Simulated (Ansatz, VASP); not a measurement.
## BAs: VASP beside Ansatz

```xyz
2
Lattice="0.0000 2.3885 2.4363 2.3885 0.0000 2.4363 2.3885 2.3885 0.0000" Properties=species:S:1:pos:R:3 pbc="T T T"
B     0.0000    0.0000    0.0000
As    1.1943    1.1943    1.2181
```

Change from the starting cell: z stretched by +2 %, ions relaxed.

Alike in both runs: task relaxation of the atoms; functional PBE; k mesh 16 × 16 × 16; occupations fermi-dirac, width 0.02 eV; no spin polarisation.

```csv
,VASP,Ansatz
version,VASP 6.6.1,Ansatz 0.2.0
potentials or method,"VASP PAW PBE potentials, release 64 (B, As)","plane-wave PAW, scalar-relativistic"
plane-wave cutoff (eV),520,420
valence electrons in the cell,8,18
```

Ansatz gave:

| Property | Result |
| --- | --- |
| gap on the k mesh at the Fermi level, each at its own relaxed structure (eV) | 1.07 |

Q: Estimate VASP's values.

A: gap on the k mesh at the Fermi level, each at its own relaxed structure (eV): 1.06.

VASP's potentials hold 8 valence electrons a cell and Ansatz's 18, so a difference there can come from the potentials and not from the codes. Ansatz's warnings: stress scf threshold loose.

Noted on VASP's run: the relaxation stopped at its first step, so nothing moved.
